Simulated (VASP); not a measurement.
ZnS, 2 atoms in the cell. Symmetry: Cmmm, No. 65, orthorhombic system. Conventional cell: a = 3.404 Å, b = 8.968 Å, c = 3.387 Å, α = 90.00°, β = 90.00°, γ = 90.00°. Within 3.2 Å of Zn (site symmetry mmm) lie 4 S at 2.40 Å. Within 3.2 Å of S (site symmetry mmm) lie 4 Zn at 2.40 Å. The cell was built from a structure type or drawn by symmetry, and may not be a known phase.

| Property | Result |
| --- | --- |
| Program | VASP 6.6.1 |
| Task | single point |
| Functional | PBE |
| Potentials or basis | VASP PAW PBE potentials, release 64 (Zn, S) |
| Cutoff | 520 eV |
| k mesh | 18 × 18 × 16 |
| Occupations | gaussian, width 0.1 eV |
| Spin | no spin polarisation |
| Dipole correction | no |
| Further INCAR settings | ALGO = Normal; EDIFF = 1e-07; NBANDS = 16 |

Potentials or basis: VASP PAW PBE potentials, release 64 (Zn, S).

Command:

```bash
$ cat potpaw_PBE.64/Zn/POTCAR potpaw_PBE.64/S/POTCAR > POTCAR
$ mpirun -np 1 vasp_std > vasp.out
```

Hardware: 1 thread of Intel(R) Xeon(R) Platinum 8488C (Sapphire Rapids), with other jobs on the host.

Question: How long does it take, and how much memory?

Answer: Wall time 8.7 min on 1 thread of Intel(R) Xeon(R) Platinum 8488C (Sapphire Rapids), with other jobs on the host, peak memory 0.72 GiB. Counts: scf iterations 14, k points 819.
